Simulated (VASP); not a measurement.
# MgSn2N2 (I4/mmm) in VASP: a series of runs

Runs on MgSn2N2. Level: PBE. Tasks: relaxation of cell and atoms, single point.

Program: VASP 6.6.1. These are calculated values, not measurements. Logs are shortened: lines on timing, memory, paths and dates and some standing lists are left out, and cuts for length are marked.

### 1 The cell of the first run

The structure is tetragonal, space group I4/mmm (No. 139). The conventional cell has a = 5.061 Å, b = 5.061 Å, c = 7.856 Å, α = 90.00°, β = 90.00°, γ = 90.00°. Mg (site symmetry 4/mmm) has 4 Sn at 2.53 Å and 8 N at 3.20 Å within 3.3 Å. Within 2.6 Å of Sn (site symmetry mmm) lie 2 N at 1.96 Å and 2 Mg at 2.53 Å. N (site symmetry -4m2) has 2 Sn at 1.96 Å within 2.6 Å.

The cell was generated, and may not be a known phase.

### 2 Relaxation of cell and atoms, PBE

INCAR

```
SYSTEM = MgSn2N2
  ALGO = Normal
  EDIFF = 1E-6
  EDIFFG = -0.04
  ENCUT = 600
  GGA = PE
  IBRION = 2
  ISIF = 3
  ISMEAR = 0
  LASPH = .True.
  LCHARG = .False.
  LREAL = .False.
  LWAVE = .False.
  NELM = 100
  NSW = 90
  PREC = Accurate
  SIGMA = 0.1
```

KPOINTS

```
k-points
0
Gamma
  6 6 6
  0 0 0
```

POSCAR

```
MgSn2N2
1.0
   -2.5307403800      2.5307403800      3.9280860900
    2.5307403800     -2.5307403800      3.9280860900
    2.5307403800      2.5307403800     -3.9280860900
Mg Sn N
1 2 2
Direct
    0.0000000000      0.0000000000      0.0000000000
    0.5000000000      0.0000000000      0.5000000000
    0.0000000000      0.5000000000      0.5000000000
    0.7500000000      0.2500000000      0.5000000000
    0.2500000000      0.7500000000      0.5000000000
```

Potentials or basis: VASP PAW PBE potentials, release 64 (Mg, Sn_d, N).

Run with:

```bash
cat potpaw_PBE.64/Mg/POTCAR potpaw_PBE.64/Sn_d/POTCAR potpaw_PBE.64/N/POTCAR > POTCAR
mpirun -np 1 vasp_std > vasp.out
```

OUTCAR:

```text
SYSTEM = MgSn2N2
   EDIFF = 1E-6
   EDIFFG = -0.04
   ENCUT = 600
   GGA = PE
   IBRION = 2
   ISIF = 3
   ISMEAR = 0
   LASPH = .True.
   LREAL = .False.
   NELM = 100
   NSW = 90
   PREC = Accurate

 ion  position               nearest neighbor table
   1  0.000  0.000  0.000-   2 2.53   3 2.53   3 2.53   2 2.53
   2  0.500  0.000  0.500-   4 1.96   5 1.96   1 2.53   1 2.53   3 3.58   3 3.58   3 3.58   3 3.58

   3  0.000  0.500  0.500-   4 1.96   5 1.96   1 2.53   1 2.53   2 3.58   2 3.58   2 3.58   2 3.58

   4  0.750  0.250  0.500-   2 1.96   3 1.96
   5  0.250  0.750  0.500-   2 1.96   3 1.96

  LATTYP: Found a body centered tetragonal cell.
 ALAT       =     5.0614807600
 C/A-ratio  =     1.5521489763

  Lattice vectors:

 A1 = (  -2.5307403800,   2.5307403800,   3.9280860900)
 A2 = (   2.5307403800,  -2.5307403800,   3.9280860900)
 A3 = (   2.5307403800,   2.5307403800,  -3.9280860900)

Analysis of symmetry for initial positions (statically):
=====================================================================
 Subroutine PRICEL returns:
 Original cell was already a primitive cell.

 Routine SETGRP: Setting up the symmetry group for a
 body centered tetragonal supercell.

 Subroutine GETGRP returns: Found 16 space group operations
 (whereof 16 operations were pure point group operations)
 out of a pool of 16 trial point group operations.

The static configuration has the point symmetry D_4h.

Analysis of symmetry for dynamics (positions and initial velocities):
=====================================================================
 Subroutine PRICEL returns:
 Original cell was already a primitive cell.

 Routine SETGRP: Setting up the symmetry group for a
 body centered tetragonal supercell.

 Subroutine GETGRP returns: Found 16 space group operations
 (whereof 16 operations were pure point group operations)
 out of a pool of 16 trial point group operations.

The dynamic configuration has the point symmetry D_4h.

 Subroutine INISYM returns: Found 16 space group operations
 (whereof 16 operations are pure point group operations),
 and found     1 'primitive' translations

----------------------------------------------------------------------------------------

                                     Primitive cell

  volume of cell :     100.6320

  direct lattice vectors                    reciprocal lattice vectors
    -2.530740380  2.530740380  3.928086090     0.000000000  0.197570641  0.127288453
     2.530740380 -2.530740380  3.928086090     0.197570641  0.000000000  0.127288453
     2.530740380  2.530740380 -3.928086090     0.197570641  0.197570641  0.000000000

  length of vectors
     5.314052509  5.314052509  5.314052509     0.235024485  0.235024485  0.279407081

  position of ions in fractional coordinates (direct lattice)
     0.000000000  0.000000000  0.000000000
     0.500000000  0.000000000  0.500000000
     0.000000000  0.500000000  0.500000000
     0.750000000  0.250000000  0.500000000
     0.250000000  0.750000000  0.500000000

  ion indices of the primitive-cell ions
   primitive index   ion index
                 1           1
                 2           2
                 3           3
                 4           4
                 5           5

----------------------------------------------------------------------------------------

 KPOINTS: k-points

Automatic generation of k-mesh.
 Grid dimensions read from file:
 generate k-points for:    6    6    6

 Generating k-lattice:

  Cartesian coordinates                     Fractional coordinates (reciprocal lattice)
     0.000000000  0.032928440  0.021214742     0.166666667  0.000000000 -0.000000000
     0.032928440  0.000000000  0.021214742     0.000000000  0.166666667 -0.000000000
     0.032928440  0.032928440  0.000000000     0.000000000  0.000000000  0.166666667

  Length of vectors
     0.039170747  0.039170747  0.046567847

  Shift w.r.t. Gamma in fractional coordinates (k-lattice)
     0.000000000  0.000000000  0.000000000

 Subroutine IBZKPT returns following result:
 ===========================================

 Found     30 irreducible k-points:

 Following reciprocal coordinates:
            Coordinates               Weight
  0.000000  0.000000  0.000000      1.000000
  0.166667 -0.000000  0.000000      8.000000
  0.333333  0.000000  0.000000      8.000000
  0.500000  0.000000  0.000000      4.000000
  0.166667  0.166667  0.000000      8.000000
  0.333333  0.166667  0.000000     16.000000
[... 16 lines left out ...]
 -0.333333 -0.333333  0.166667      8.000000
 -0.166667 -0.333333  0.166667      8.000000
 [... further k-points ...]
   k-points           NKPTS =     30   k-points in BZ     NKDIM =     30   number of bands    NBANDS=     24
   number of dos      NEDOS =    301   number of ions     NIONS =      5
   total plane-waves  NPLWV =  74088
   dimension x,y,z NGX =    42 NGY =   42 NGZ =   42
   dimension x,y,z NGXF=    84 NGYF=   84 NGZF=   84
   ions per type =               1   2   2
   NGX,Y,Z   is equivalent  to a cutoff of  13.14, 13.14, 13.14 a.u.
   NGXF,Y,Z  is equivalent  to a cutoff of  26.28, 26.28, 26.28 a.u.
 SYSTEM =  MgSn2N2
   PREC   = accura    normal or accurate (medium, high low for compatibility)
   ISTART =      0    job   : 0-new  1-cont  2-samecut
   ICHARG =      2    charge: 1-file 2-atom 10-const
   ISPIN  =      1    spin polarized calculation?
   LNONCOLLINEAR =      F non collinear calculations
   LSORBIT =      F    spin-orbit coupling
   LASPH  =      T    aspherical Exc in radial PAW
   ENCUT  =  600.0 eV  44.10 Ry    6.64 a.u.  10.61 10.61 10.61*2*pi/ulx,y,z
   NELM   =    100;   NELMIN=  2; NELMDL= -5     # of ELM steps
   EDIFF  = 0.1E-05   stopping-criterion for ELM
   LREAL  =      F    real-space projection
   EDIFFG = -.4E-01   stopping-criterion for IOM
   NSW    =     90    number of steps for IOM
   IBRION =      2    ionic relax: 0-MD 1-quasi-New 2-CG
   NFREE  =      1    steps in history (QN), initial steepest desc. (CG)
   ISIF   =      3    stress and relaxation
   ISYM   =      2    0-nonsym 1-usesym 2-fastsym
   POTIM  = 0.5000    time-step for ionic-motion
   TEBEG  =    0.0;   TEEND  =   0.0 temperature during run
   PSTRESS=    0.0 pullay stress
   NELECT =      40.0000    total number of electrons
   NUPDOWN=      -1.0000    fix difference up-down
   EMIN   =  10.00;   EMAX   =-10.00  energy-range for DOS
   EFERMI =   0.00;   METHOD = LEGACY
   ISMEAR =     0;   SIGMA  =   0.10  broadening in eV -4-tet -1-fermi 0-gaus
   EFERMI_NEDOS =   21; number of points for ismear=-14 and -15
   IALGO  =     38    algorithm
   IMIX   =      4    mixing-type and parameters
     AMIX     =   0.40;   BMIX     =  1.00
     AMIX_MAG =   1.60;   BMIX_MAG =  1.00
  volume/ion in A,a.u.               =      20.13       135.82
  Fermi-wavevector in a.u.,A,eV,Ry     =   1.203694  2.274652 19.713199  1.448879
  Thomas-Fermi vector in A             =   2.339440
   LORBIT       =      0    0 simple, 1 ext, 2 COOP (PROOUT), +10 PAW based schemes
   GGA     = PE    functional components
   LHFCALC =     F    Hartree Fock is set to
   AEXX    =    0.0000 exact exchange contribution
   IVDW    =     0    specifies the selected vdW correction
   LEPSILON=     F    determine dielectric tensor
   LRPA    =     F    only Hartree local field effects (RPA)
 conjugate gradient relaxation of ions
 non-spin polarized calculation
 Gauss-broadening in eV      SIGMA  =   0.10
  energy-cutoff  :      600.00
  volume of cell :      100.63
 maximum number of plane-waves:      3391
   NGX = 21   NGY = 21   NGZ = 21

--------------------------------------- Ionic step        1  -------------------------------------------

 number of electron      40.0000002 magnetization

 Free energy of the ion-electron system (eV)
  ---------------------------------------------------
  ext. energy  EPLUGINS =         0.00000000
  ---------------------------------------------------
  free energy    TOTEN  =       -18.65293573 eV

  energy without entropy =      -18.64534383  energy(sigma->0) =      -18.64913978

 E-fermi :   4.6455     XC(G=0):  -9.3017

 val. band max:        4.5886718506   @ k =  -0.1667   0.5000   0.1667
 cond. band min:       4.7030859344   @ k =  -0.1667   0.3333   0.1667
 fundamental gap:      0.1144140838
 Fermi energy:         4.6455414515

 k-point     1 :       0.0000    0.0000    0.0000
  band No.  band energies     occupation
      1     -17.0832      2.00000
      2     -16.8228      2.00000
      3     -16.8193      2.00000
      4     -16.8014      2.00000
      5     -16.7414      2.00000
      6     -16.6629      2.00000
[... 637 lines left out ...]
     23       7.4888      0.00000
     24       8.0429      0.00000

 [... further k-points ...]

------------------------ aborting loop because EDIFF is reached ----------------------------------------

  FORCE on cell =-STRESS in cart. coord.  units (eV):
  Direction    XX          YY          ZZ          XY          YZ          ZX
  --------------------------------------------------------------------------------------
  -------------------------------------------------------------------------------------
  Total       11.0307185     11.0307185      9.4096528      0.0000000     -0.0000000      0.0000000
  in kB      175.6217121    175.6217121    149.8124837      0.0000000     -0.0000000      0.0000000
  external PRESSURE =     167.0186360 kB  Pullay stress =       0.0000000 kB
[... 258 lines left out ...]
  energy  without entropy=      -20.2101477546  energy(sigma->0) =      -20.21396193

--------------------------------------- Ionic step        8  -------------------------------------------

 number of electron      40.0000018 magnetization

 Free energy of the ion-electron system (eV)
  ---------------------------------------------------
  ext. energy  EPLUGINS =         0.00000000
  ---------------------------------------------------
  free energy    TOTEN  =       -20.21815127 eV

  energy without entropy =      -20.21063321  energy(sigma->0) =      -20.21439224

 E-fermi :   2.2254     XC(G=0):  -7.8691

 val. band max:        2.1306245906   @ k =   0.3333   0.0000   0.0000
 cond. band min:       2.2272631808   @ k =   0.3333   0.1667   0.0000
 fundamental gap:      0.0966385902
 Fermi energy:         2.2253676108

 k-point     1 :       0.0000    0.0000    0.0000
  band No.  band energies     occupation
      1     -19.2695      2.00000
      2     -19.1095      2.00000
      3     -19.0988      2.00000
      4     -19.0886      2.00000
      5     -19.0615      2.00000
      6     -19.0601      2.00000
[... 637 lines left out ...]
     23       4.3495      0.00000
     24       5.0305      0.00000

 [... further k-points ...]

------------------------ aborting loop because EDIFF is reached ----------------------------------------

  FORCE on cell =-STRESS in cart. coord.  units (eV):
  Direction    XX          YY          ZZ          XY          YZ          ZX
  --------------------------------------------------------------------------------------
  -------------------------------------------------------------------------------------
  Total       -0.0278399     -0.0278399      0.0960984      0.0000000      0.0000000      0.0000000
  in kB       -0.3189348     -0.3189348      1.1009061      0.0000000      0.0000000      0.0000000
  external PRESSURE =       0.1543455 kB  Pullay stress =       0.0000000 kB
[... 20 lines left out ...]
  FREE ENERGIE OF THE ION-ELECTRON SYSTEM (eV)
  ---------------------------------------------------
  free  energy   TOTEN  =       -20.2181512705 eV

  energy  without entropy=      -20.2106332073  energy(sigma->0) =      -20.21439224

 reached required accuracy - stopping structural energy minimisation
```

Run time: 8 min. Hardware: 1 thread of Intel Xeon Platinum 8375C at 2.90GHz (Ice Lake), shared host; peak memory 0.32 GiB.

What came out:

```
Free energy                           : -20.2182 eV
Relaxed volume                        : 27.97 Å³/atom
Relaxed cell                          : a = 5.800 Å, b = 5.800 Å, c = 5.800 Å, α = 119.07°, β = 119.07°, γ = 91.61°
Space group after relaxing (to 0.1 Å) : I4/mmm (No. 139)
Energy gained by relaxing             : 313.0 meV/atom
Ionic steps                           : 8
Pressure after relaxing               : 0.0 GPa
Band gap on the k mesh                : zero (bands 20 and 21 overlap by 1.19 eV)
```

Stress tensor (GPa, compression positive):
```
-0.03  0.00  0.00
 0.00 -0.03  0.00
 0.00  0.00  0.11
```

The path:
```tsv
step	energy change (eV)	largest force (eV/Å)	pressure (GPa)	volume (Å³)
1	0.0000	0.0000	16.70	100.63
2	-1.0752	0.0000	-2.86	134.38
3	-1.1327	0.0000	-0.41	126.52
4	-1.5299	0.0000	1.94	136.44
5	-1.5486	0.0000	1.31	134.82
6	-1.5642	0.0000	-0.30	140.25
7	-1.5648	0.0000	-0.05	139.33
8	-1.5652	0.0000	0.02	139.85
```

Final structure:
```cif
data_structure
_symmetry_space_group_name_H-M 'P 1'
_symmetry_Int_Tables_number 1
_cell_length_a 5.8003
_cell_length_b 5.8003
_cell_length_c 5.8003
_cell_angle_alpha 119.074
_cell_angle_beta 119.074
_cell_angle_gamma 91.611
_cell_volume 139.85
loop_
_atom_site_label
_atom_site_type_symbol
_atom_site_fract_x
_atom_site_fract_y
_atom_site_fract_z
_atom_site_occupancy
Mg1 Mg 0.00000 0.00000 0.00000 1
Sn1 Sn 0.50000 0.00000 0.50000 1
Sn2 Sn 0.00000 0.50000 0.50000 1
N1 N 0.75000 0.25000 0.50000 1
N2 N 0.25000 0.75000 0.50000 1
```

Levels at points of the mesh, in eV from the Fermi level:
```csv
k point,band 17,band 18,band 19,band 20,band 21,band 22,band 23,band 24
"(0.00, 0.00, 0.00)",-2.10,-1.39,-1.39,-0.87,-0.87,1.71,3.48,3.96
"(0.50, 0.00, 0.00)",-2.17,-1.92,-0.48,-0.19,0.94,1.20,2.02,2.33
"(0.50, 0.50, 0.00)",-1.79,-1.76,-1.65,-0.74,1.28,1.96,2.46,4.46
"(0.50, 0.50, 0.50)",-2.45,-0.82,-0.82,-0.24,1.19,1.19,2.28,2.43
```

Caveat: the volume moved by over 15 % at a fixed basis, so the end points are rough; spin-orbit coupling is left out, which moves the levels of the heavy elements.

### 3 Single point, PBE

This run uses another cell than the first one, of 28.28 Å³/atom.

INCAR

```
SYSTEM = MgSn2N2
PREC = Accurate
ENCUT = 520
EDIFF = 1E-7
ISMEAR = 0
SIGMA = 0.1
LREAL = .FALSE.
LASPH = .TRUE.
NELM = 60
ALGO = Normal
ISIF = 2
LWAVE = .FALSE.
LCHARG = .FALSE.
GGA = PE
NBANDS = 28
```

KPOINTS

```
Automatic mesh
0
G
  10 10 10
  0 0 0
```

POSCAR: that of step 2 with these lines changed.

```diff
@@ -2,5 +2,5 @@
 1.0
-   -2.5307403800      2.5307403800      3.9280860900
-    2.5307403800     -2.5307403800      3.9280860900
-    2.5307403800      2.5307403800     -3.9280860900
+   -2.9562398471      2.9562398471      4.0451728411
+    2.9562398471     -2.9562398471      4.0451728411
+    2.9562398471      2.9562398471     -4.0451728411
 Mg Sn N
```

Potentials or basis: VASP PAW PBE potentials, release 64 (Mg, Sn_d, N).

Run with:

```bash
cat potpaw_PBE.64/Mg/POTCAR potpaw_PBE.64/Sn_d/POTCAR potpaw_PBE.64/N/POTCAR > POTCAR
mpirun -np 1 vasp_std > vasp.out
```

OUTCAR:

```text
SYSTEM = MgSn2N2
   PREC = Accurate
   ENCUT = 520
   EDIFF = 1E-7
   ISMEAR = 0
   LREAL = .FALSE.
   LASPH = .TRUE.
   NELM = 60
   ISIF = 2
   GGA = PE

 ion  position               nearest neighbor table
   1  0.000  0.000  0.000-   2 2.96   3 2.96   3 2.96   2 2.96
   2  0.500  0.000  0.500-   4 2.02   5 2.02   1 2.96   1 2.96
   3  0.000  0.500  0.500-   4 2.02   5 2.02   1 2.96   1 2.96
   4  0.750  0.250  0.500-   2 2.02   3 2.02
   5  0.250  0.750  0.500-   2 2.02   3 2.02

  LATTYP: Found a body centered tetragonal cell.
[... 948 lines left out ...]
  -------------------------------------------------------------------------------------
  Total       -0.0522133     -0.0522133      0.0555051      0.0000000      0.0000000      0.0000000
  in kB       -0.5915828     -0.5915828      0.6288791      0.0000000      0.0000000      0.0000000
  external PRESSURE =      -0.1847622 kB  Pullay stress =       0.0000000 kB

 VOLUME and BASIS-vectors are now :
 -----------------------------------------------------------------------------
  energy-cutoff  :      520.00
  volume of cell :      141.41
      direct lattice vectors                 reciprocal lattice vectors
    -2.956239847  2.956239847  4.045172841     0.000000000  0.169133773  0.123604113
     2.956239847 -2.956239847  4.045172841     0.169133773  0.000000000  0.123604113
     2.956239847  2.956239847 -4.045172841     0.169133773  0.169133773  0.000000000

 POSITION                                       TOTAL-FORCE (eV/Angst)
 -----------------------------------------------------------------------------------
      0.00000      0.00000      0.00000        -0.000000     -0.000000      0.000000
      0.00000      2.95624      0.00000        -0.000000     -0.000000      0.000000
      2.95624      0.00000      0.00000        -0.000000     -0.000000      0.000000
      0.00000      2.95624      2.02259         0.000000      0.000000      0.000000
      2.95624      0.00000      2.02259         0.000000      0.000000     -0.000000
 -----------------------------------------------------------------------------------
    total drift:                               -0.000000     -0.000000      0.000000

  FREE ENERGIE OF THE ION-ELECTRON SYSTEM (eV)
  ---------------------------------------------------
  free  energy   TOTEN  =       -20.2385972220 eV

  energy  without entropy=      -20.2326476967  energy(sigma->0) =      -20.23562246
```

stdout:

```text
POSCAR found type information on POSCAR MgSnN
 POSCAR found :  3 types and       5 ions
 scaLAPACK will be used
 LDA part: xc-table for (Slater+PW92), standard interpolation
 POSCAR, INCAR and KPOINTS ok, starting setup
 FFT: planning ... GRIDC
 FFT: planning ... GRID_SOFT
 FFT: planning ... GRID
 WAVECAR not read
 entering main loop
```

Wall time 7.3 min (1 thread of Intel Xeon Platinum 8375C at 2.90GHz (Ice Lake), shared host); peak memory 0.59 GiB.

What came out:

```
Free energy            : -20.2386 eV
Pressure               : 0.0 GPa
Band gap on the k mesh : zero (bands 20 and 21 overlap by 1.32 eV)
```

Stress tensor (GPa, compression positive):
```
-0.06  0.00  0.00
 0.00 -0.06  0.00
 0.00  0.00  0.06
```

Caveat: spin-orbit coupling is left out, which moves the levels of the heavy elements.

The gap in the log of VASP goes by the Fermi energy; the results here count the filled bands.